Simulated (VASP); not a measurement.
# SiC (Moissanite 6O SiC) (Cmc2_1) in VASP: a series of runs, part 2 of 2

VASP 6.6.1. Earlier steps stand in the parts before.

## 5. Single point, PBE (z stretched by -2 %, then relaxed in part)

INCAR reads:

```
SYSTEM = SiC
PREC     = Accurate       ! precision mode
ENCUT    = 520            ! plane-wave cutoff, eV
EDIFF    = 1E-6           ! SCF threshold, eV
ISMEAR   = -1             ! smearing method
SIGMA    = 0.02           ! smearing width, eV
LREAL    = .False.        ! projectors in reciprocal space
LASPH    = .True.         ! aspherical terms in the spheres
NELM     = 80             ! most SCF steps
ALGO     = Normal         ! electronic algorithm
ISIF     = 2              ! what is computed and relaxed
LWAVE    = .False.        ! write WAVECAR
LCHARG   = .False.        ! write CHGCAR
GGA      = PE             ! functional
NBANDS   = 36             ! bands
```

KPOINTS reads:

```
Automatic mesh
0
Gamma
  16 16 3
  0 0 0
```

POSCAR reads:

```
SiC
1.0
    1.5389000000     -2.6675000000      0.0000000000
    1.5389000000      2.6675000000      0.0000000000
    0.0000000000      0.0000000000     14.8194620000
Si C
6 6
Direct
    0.1666597886      0.8333402114      0.8573095259
    0.8333402114      0.1666597886      0.3573095259
    0.5001376972      0.4998623028      0.5241611563
    0.4998623028      0.5001376972      0.0241611563
    0.8334571541      0.1665428459      0.6908077287
    0.1665428459      0.8334571541      0.1908077287
    0.5001989238      0.4998010762      0.6502305161
    0.4998010762      0.5001989238      0.1502305161
    0.1666008696      0.8333991304      0.9830674461
    0.8333991304      0.1666008696      0.4830674461
    0.8333986295      0.1666013705      0.8165636268
    0.1666013705      0.8333986295      0.3165636268
```

Potentials or basis: VASP PAW PBE potentials, release 64 (Si, C).

Started as:

```
cat potpaw_PBE.64/Si/POTCAR potpaw_PBE.64/C/POTCAR > POTCAR
mpirun -np 1 vasp_std > vasp.out
```

OUTCAR:

```text
SYSTEM = SiC
   PREC = Accurate
   ENCUT = 520
   EDIFF = 1E-6
   ISMEAR = -1
   LREAL = .False.
   LASPH = .True.
   NELM = 80
   ISIF = 2
   GGA = PE

 ion  position               nearest neighbor table
   1  0.167  0.833  0.857-   9 1.86  11 1.88  11 1.88  11 1.88   5 3.04   5 3.04   5 3.04   4 3.05
                             4 3.05   4 3.05
   2  0.833  0.167  0.357-  10 1.86  12 1.88  12 1.88  12 1.88   6 3.04   6 3.04   6 3.04   3 3.05
                             3 3.05   3 3.05
   3  0.500  0.500  0.524-   7 1.87  10 1.88  10 1.88  10 1.88   5 3.04   5 3.04   5 3.04   2 3.05
                             2 3.05   2 3.05
   4  0.500  0.500  0.024-   8 1.87   9 1.88   9 1.88   9 1.88   6 3.04   6 3.04   6 3.04   1 3.05
                             1 3.05   1 3.05
   5  0.833  0.167  0.691-  11 1.86   7 1.88   7 1.88   7 1.88   1 3.04   1 3.04   1 3.04   3 3.04
                             3 3.04   3 3.04
   6  0.167  0.833  0.191-  12 1.86   8 1.88   8 1.88   8 1.88   2 3.04   2 3.04   2 3.04   4 3.04
                             4 3.04   4 3.04
   7  0.500  0.500  0.650-   3 1.87   5 1.88   5 1.88   5 1.88
[... 221 lines left out ...]
      1      -7.2354      2.00000
      2      -6.6928      2.00000
      3      -6.6488      2.00000
      4      -5.0824      2.00000
      5      -5.0504      2.00000
      6      -3.4521      2.00000
[... 925 lines left out ...]
     35      15.7244      0.00000
     36      15.8374      0.00000

 [... further k-points ...]
[... 5 lines left out ...]
  --------------------------------------------------------------------------------------
  -------------------------------------------------------------------------------------
  Total        3.6428039      3.4180455     10.9002711      0.0000000      0.0000000      0.0000000
  in kB       47.9699330     45.0102223    143.5392323      0.0000000      0.0000000      0.0000000
  external PRESSURE =      78.8397959 kB  Pullay stress =       0.0000000 kB

 VOLUME and BASIS-vectors are now :
 -----------------------------------------------------------------------------
  energy-cutoff  :      520.00
  volume of cell :      121.67
      direct lattice vectors                 reciprocal lattice vectors
     1.538900000 -2.667500000  0.000000000     0.324907401 -0.187441425  0.000000000
     1.538900000  2.667500000  0.000000000     0.324907401  0.187441425  0.000000000
     0.000000000  0.000000000 14.819462000     0.000000000  0.000000000  0.067478833

 POSITION                                       TOTAL-FORCE (eV/Angst)
 -----------------------------------------------------------------------------------
      1.53890      1.77837     12.70487         0.000000      0.000004      0.000216
      1.53890     -1.77837      5.29513         0.000000     -0.000004      0.000216
      1.53890     -0.00073      7.76779         0.000000      0.000018      0.000611
      1.53890      0.00073      0.35806         0.000000     -0.000018      0.000611
      1.53890     -1.77899     10.23740         0.000000      0.000016     -0.000767
      1.53890      1.77899      2.82767         0.000000     -0.000016     -0.000767
      1.53890     -0.00106      9.63607         0.000000     -0.000019      0.001017
      1.53890      0.00106      2.22634         0.000000      0.000019      0.001017
      1.53890      1.77868     14.56853         0.000000     -0.000011     -0.003503
      1.53890     -1.77868      7.15880         0.000000      0.000011     -0.003503
      1.53890     -1.77868     12.10103         0.000000     -0.000005      0.002427
      1.53890      1.77868      4.69130         0.000000      0.000005      0.002427
 -----------------------------------------------------------------------------------
    total drift:                                0.000000     -0.000000     -0.000843

  FREE ENERGIE OF THE ION-ELECTRON SYSTEM (eV)
  ---------------------------------------------------
  free  energy   TOTEN  =       -90.2227909082 eV

  energy  without entropy=      -90.2227909082  energy(sigma->0) =      -90.22279091
```

OSZICAR:

```text
N       E                     dE             d eps       ncg     rms          rms(c)
DAV:   1     0.123545109468E+03    0.12355E+03   -0.21897E+04 10512   0.120E+03
DAV:   2    -0.901075785242E+02   -0.21365E+03   -0.20050E+03 13492   0.212E+02
DAV:   3    -0.101534210476E+03   -0.11427E+02   -0.11346E+02 13872   0.463E+01
DAV:   4    -0.101700452755E+03   -0.16624E+00   -0.16590E+00 13424   0.642E+00
DAV:   5    -0.101703914658E+03   -0.34619E-02   -0.34591E-02 13436   0.881E-01    0.221E+01
DAV:   6    -0.905606072488E+02    0.11143E+02   -0.32284E+01 13032   0.211E+01    0.993E+00
DAV:   7    -0.902723335482E+02    0.28827E+00   -0.34136E+00 13888   0.702E+00    0.420E+00
DAV:   8    -0.902267042270E+02    0.45629E-01   -0.21208E-01 12688   0.184E+00    0.129E+00
DAV:   9    -0.902219805553E+02    0.47237E-02   -0.29627E-02 13172   0.794E-01    0.181E-01
DAV:  10    -0.902226391400E+02   -0.65858E-03   -0.21676E-03 13280   0.203E-01    0.954E-02
DAV:  11    -0.902227879644E+02   -0.14882E-03   -0.28693E-04 12300   0.945E-02    0.190E-02
DAV:  12    -0.902227890395E+02   -0.10750E-05   -0.12541E-05 13960   0.164E-02    0.848E-03
DAV:  13    -0.902227905107E+02   -0.14712E-05   -0.17823E-06  8800   0.660E-03    0.279E-03
DAV:  14    -0.902227909082E+02   -0.39757E-06   -0.24019E-07  7488   0.244E-03
   1 F= -.90222791E+02 E0= -.90222791E+02  d E =-.465512E-11
```

Run time: 7.6 min. Hardware: 1 thread of Intel Xeon 6975P-C, shared host; peak memory 0.55 GiB.

What came out:

| Property | Result |
| --- | --- |
| Free energy | -90.2228 eV |
| Pressure | 7.9 GPa |
| Largest force | 0.004 eV/Å |
| Band gap on the k mesh | 1.92 eV, indirect (least direct gap 3.14 eV) |

Forces on the atoms (eV/Å):
```
Si   0.000  0.000  0.000
Si   0.000  0.000  0.000
Si   0.000  0.000  0.001
Si   0.000  0.000  0.001
Si   0.000  0.000 -0.001
Si   0.000  0.000 -0.001
C    0.000  0.000  0.001
C    0.000  0.000  0.001
C    0.000  0.000 -0.004
C    0.000  0.000 -0.004
C    0.000  0.000  0.002
C    0.000  0.000  0.002
```

Levels at points of the mesh, in eV from the valence-band top:
```csv
k point,band 20,band 21,band 22,band 23,band 24,band 25,band 26,band 27,band 28,band 29
"(0.00, 0.00, 0.00)",-0.49,-0.48,-0.16,-0.16,0.00,4.96,5.14,5.59,6.12,6.45
"(0.50, 0.00, 0.00)",-2.29,-1.98,-1.95,-1.70,-1.21,1.93,2.04,3.04,3.88,4.56
"(0.50, 0.50, 0.00)",-2.29,-1.97,-1.94,-1.70,-1.20,1.94,2.05,3.06,3.89,4.57
```

Caveat: the cell differs from its parent crystal (z stretched by -2 %, then relaxed in part). A k mesh can miss the band edges.

## 6. Single point, PBE

INCAR reads:

```
SYSTEM = SiC
ALGO = Normal
EDIFF = 1E-7
ENCUT = 520
GGA = PE
ISIF = 2
ISMEAR = -1
LASPH = .True.
LCHARG = .False.
LREAL = .False.
LWAVE = .False.
NBANDS = 36
NELM = 60
PREC = Accurate
SIGMA = 0.02
```

KPOINTS reads:

```
k-points
0
Gamma
  10 10 2
  0 0 0
```

POSCAR reads:

```
SiC
1.0
    1.5389000000     -2.6675000000      0.0000000000
    1.5389000000      2.6675000000      0.0000000000
    0.0000000000      0.0000000000     15.1219000000
Si C
6 6
Direct
    0.1666620629      0.8333379371      0.8577214520
    0.8333379371      0.1666620629      0.3577214520
    0.5001149255      0.4998850745      0.5245066742
    0.4998850745      0.5001149255      0.0245066742
    0.8334420064      0.1665579936      0.6912249935
    0.1665579936      0.8334420064      0.1912249935
    0.5001800041      0.4998199959      0.6498136389
    0.4998199959      0.5001800041      0.1498136389
    0.1666200943      0.8333799057      0.9826819952
    0.8333799057      0.1666200943      0.4826819952
    0.8333969748      0.1666030252      0.8161912462
    0.1666030252      0.8333969748      0.3161912462
```

Potentials or basis: VASP PAW PBE potentials, release 64 (Si, C).

Started as:

```
cat potpaw_PBE.64/Si/POTCAR potpaw_PBE.64/C/POTCAR > POTCAR
mpirun -np 1 vasp_std > vasp.out
```

It took 4.1 min on 1 thread of Intel Xeon Platinum 8259CL at 2.50GHz (Skylake/Cascade Lake), shared host; peak memory 0.35 GiB.

Results (log left out):

| Item | Value |
| --- | --- |
| Free energy | -90.3551 eV |
| Pressure | 3.2 GPa |
| Band gap on the k mesh | 2.02 eV, indirect (least direct gap 3.12 eV) |

Stress tensor (GPa, compression positive):
```
3.46 0.00 0.00
0.00 3.17 0.00
0.00 0.00 2.83
```

Levels at points of the mesh, in eV from the valence-band top:
| k point | band 21 | band 22 | band 23 | band 24 | band 25 | band 26 | band 27 | band 28 |
| --- | --- | --- | --- | --- | --- | --- | --- | --- |
| (0.00, 0.00, 0.00) | -0.30 | -0.05 | -0.01 | 0.00 | 5.19 | 5.36 | 5.77 | 6.28 |
| (0.50, 0.00, 0.00) | -1.82 | -1.79 | -1.67 | -1.11 | 2.02 | 2.21 | 3.21 | 3.88 |
| (0.50, 0.50, 0.00) | -1.81 | -1.78 | -1.67 | -1.10 | 2.02 | 2.22 | 3.22 | 3.89 |
| (0.00, 0.00, 0.50) | -0.10 | -0.10 | -0.10 | -0.10 | 5.25 | 5.25 | 6.00 | 6.00 |
| (0.50, 0.00, 0.50) | -1.72 | -1.72 | -1.31 | -1.31 | 2.06 | 2.06 | 3.43 | 3.43 |
| (0.50, 0.50, 0.50) | -1.73 | -1.73 | -1.30 | -1.30 | 2.07 | 2.07 | 3.44 | 3.44 |

A k mesh can miss the band edges.

## 7. Overview

| task | cell | k mesh | gap on the mesh (eV) | pressure (GPa) |
| --- | --- | --- | --- | --- |
| relaxation of the atoms | atoms relaxed from a = 3.080, b = 3.080, c = 15.122 Å, angles 90.0, 90.0, 120.0°, 12 atoms | 10 × 10 × 2 | 2.02 | 3.2 |
| single point | a = 3.080, b = 3.080, c = 15.122 Å, angles 90.0, 90.0, 120.0°, 12 atoms | 16 × 16 × 3 | 2.02 | 3.2 |
| single point | a = 3.059, b = 3.059, c = 15.020 Å, angles 90.0, 90.0, 120.0°, 12 atoms | 16 × 16 × 3 | 2.01 | 7.9 |
| single point | a = 3.080, b = 3.080, c = 14.819 Å, angles 90.0, 90.0, 120.0°, 12 atoms | 16 × 16 × 3 | 1.92 | 7.9 |
| single point | a = 3.080, b = 3.080, c = 15.122 Å, angles 90.0, 90.0, 120.0°, 12 atoms | 10 × 10 × 2 | 2.02 | 3.2 |

Alike in all rows: level PBE; potentials or basis VASP PAW PBE potentials, release 64 (Si, C); no spin polarisation; cutoff (eV) 520; smearing fermi-dirac 0.02 eV.

Total energies depend on the potentials used, so only differences within one code and one set of settings carry meaning.
